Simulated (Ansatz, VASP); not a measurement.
## As in VASP and in Ansatz

Contents of INCAR:

```
PREC     = Accurate       # precision mode
ENCUT    = 500            # plane-wave cutoff, eV
EDIFF    = 1E-6           # SCF threshold, eV
ISMEAR   = -1             # smearing method
SIGMA    = 0.05           # smearing width, eV
LREAL    = False          # projectors in reciprocal space
LASPH    = True           # aspherical terms in the spheres
NELM     = 200            # most SCF steps
ALGO     = Normal         # electronic algorithm
ISIF     = 2              # what is computed and relaxed
LWAVE    = False          # write WAVECAR
LCHARG   = True           # write CHGCAR
LNONCOLLINEAR= True           # non-collinear magnetism
MAGMOM   = 0.077 0.104 0.011 # initial moments
LORBIT   = 11             # projections on sites
LVHAR    = True         
NBANDS   = 16             # bands
GGA_COMPAT= False
```

File KPOINTS:

```
Automatic mesh
0
Gamma
  7 7 7
```

POSCAR

```
As
1.0
    2.7036817444      0.0000000000      0.0000000000
    0.0000000000      2.7036817444      0.0000000000
    0.0000000000      0.0000000000      2.7036817444
As
1
Direct
    0.5000000000      0.5000000000      0.5000000000
```

input.yaml

```yaml
crystal:
  lattice:
    - [2.7036817444, 0.0, 0.0]
    - [0.0, 2.7036817444, 0.0]
    - [0.0, 0.0, 2.7036817444]
  atoms:
    - { symbol: As, position: [0.5, 0.5, 0.5], spin: 0.13, spin_axis: [0.592904, 0.800806, 0.084701] }
kpoints:
  mp_grid: { grid: [7, 7, 7] }
scf:
  occupations: { method: fermi_dirac, width: 0.05 }
hamiltonian:
  xc: lda
  pseudopotentials: { kind: all_electron, lapw: { basis_error: 0.001 } }
magnetization:
  noncollinear: true
output:
  forces: true
  stress: true
  eigenvalues: true
  populations: true
```

Alike in both runs: functional LDA; k mesh 7 × 7 × 7; occupations fermi-dirac, width 0.05 eV; non-collinear spin.

```csv
,VASP,Ansatz
version,VASP 6.6.1,Ansatz 0.2.0
potentials or method,"VASP PAW LDA potentials, release 64 (As), cutoff 500 eV","all-electron LAPW, scalar-relativistic"
task,single point,atomic charges
```

|  | VASP | Ansatz | Ansatz less VASP |
| --- | --- | --- | --- |
| gap on the k mesh at the Fermi level (eV) | none | none | - |
| pressure (GPa) | -2.5 | -2.8 | -0.30 |
| net moment per atom (μB) | 0.00 | 0.00 | 0.000 |

LDA's correlation is that of Perdew and Zunger in VASP and of Perdew and Wang (1992) in Ansatz. A gap of «none» marks a metal or a gap that the smearing closes. Ansatz ran all-electron here, and VASP with PAW potentials.

Noted on Ansatz's run: the k mesh is thin for a metal, which can move the energy by tens of meV per atom.
